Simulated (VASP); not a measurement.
Input of a VASP 6.6.1 run:

Contents of POSCAR:

```
ZnO
1.0
    3.2493987239      0.0000000000      0.0000000000
   -1.6246993619      2.8140618419      0.0000000000
    0.0000000000      0.0000000000      5.2038000000
Zn O
2 2
Direct
    0.3333333333      0.6666666667      0.0000000000
    0.6666666667      0.3333333333      0.5000000000
    0.3333333333      0.6666666667      0.3821000000
    0.6666666667      0.3333333333      0.8821000000
```

File INCAR.step1:

```
SYSTEM = ZnO
ALGO = Normal
EDIFF = 1E-4
ENCUT = 600
GGA = PE
ISMEAR = 0
KPAR = 8
LASPH = .True.
LCHARG = .False.
LREAL = .False.
LWAVE = .True.
NELM = 80
PREC = Accurate
SIGMA = 0.02
```

INCAR.step2

```
SYSTEM = ZnO
ALGO = Normal
EDIFF = 1E-7
EDIFFG = -0.005
ENCUT = 600
IBRION = 2
ISIF = 3
ISMEAR = 0
ISTART = 1
KPAR = 8
LASPH = .True.
LCHARG = .False.
LMIXTAU = .True.
LREAL = .False.
LWAVE = .False.
METAGGA = R2SCAN
NELM = 80
NSW = 100
PREC = Accurate
SIGMA = 0.02
```

Contents of KPOINTS:

```
k-points
0
Gamma
  12 12 6
  0 0 0
```

Potentials or basis: VASP PAW PBE potentials, release 64 (Zn, O).

Run with:

```console
$ cat potpaw_PBE.64/Zn/POTCAR potpaw_PBE.64/O/POTCAR > POTCAR
$ cp INCAR.step1 INCAR
$ mpirun -np 8 vasp_std > vasp.out
$ cp INCAR.step2 INCAR
$ mpirun -np 8 vasp_std > vasp.out
```

Q: Predict the relaxed cell.

A: a = 3.237 Å, b = 3.237 Å, c = 5.230 Å, α = 90.00°, β = 90.00°, γ = 120.00°.

Q: Estimate the band gap on the k mesh.

A: 1.22 eV.

Q: What does it give for the relaxed volume?

A: 11.87 Å³/atom.

Q: Predict the space group after relaxing (to 0.1 Å).

A: P6_3mc (No. 186).

The path:
```csv
step,energy change (eV),largest force (eV/Å),pressure (GPa),volume (Å³)
1,0.0000,0.0376,-0.37,47.58
2,-0.0005,0.0174,0.22,47.40
3,-0.0005,0.0185,0.18,47.41
4,-0.0005,0.0199,0.14,47.42
5,-0.0007,0.0141,0.10,47.43
6,-0.0010,0.0058,-0.01,47.48
7,-0.0010,0.0141,-0.07,47.49
8,-0.0010,0.0148,0.09,47.44
9,-0.0011,0.0000,0.01,47.47
```

Caveat: the PAW data sets were made with another functional, which shifts forces and pressure a little. r2SCAN opens gaps a little over a GGA but as a rule still falls short of measured ones.
